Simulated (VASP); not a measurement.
Input of a VASP 6.6.1 run:

Contents of INCAR:

```
SYSTEM = AlAu2
  PREC = Accurate
  ENCUT = 520
  EDIFF = 1E-6
  ISMEAR = 0
  SIGMA = 0.15
  LREAL = .FALSE.
  LASPH = .TRUE.
  NELM = 80
  ALGO = Fast
  ISIF = 2
  LWAVE = .FALSE.
  LCHARG = .FALSE.
  GGA = CA
  NBANDS = 20
```

The input KPOINTS:

```
Automatic mesh
0
G
  16 16 16
  0 0 0
```

POSCAR

```
AlAu2
1.0
   -1.7019000000      1.7019000000      3.9824500000
    1.7019000000     -1.7019000000      3.9824500000
    1.7019000000      1.7019000000     -3.9824500000
Al Au
1 2
Direct
    0.0000000000      0.0000000000      0.0000000000
    0.6570428093      0.6570428093      0.0000000000
    0.3429571907      0.3429571907      0.0000000000
```

Potentials or basis: VASP PAW LDA potentials, release 64 (Al, Au).

Launch:

```sh
$ cat potpaw_LDA.64/Al/POTCAR potpaw_LDA.64/Au/POTCAR > POTCAR
$ mpirun -np 1 vasp_std > vasp.out
```

Q: Predict the band gap on the k mesh.

A: Zero (an odd number of electrons rules out a gap without spin polarisation).

Q: Predict the largest force.

A: 1.900 eV/Å.

Q: Estimate the pressure.

A: 9.7 GPa.

Forces in eV/Å, atoms in the order of the input:
```
Al   0.000  0.000  0.000
Au   0.000  0.000  1.900
Au   0.000  0.000 -1.900
```

Caveat: the cell stands under pressure; spin-orbit coupling is left out, which moves the levels of the heavy elements; forces of over 1 eV/Å act on the atoms, so gaps and moduli don't describe the material at rest.
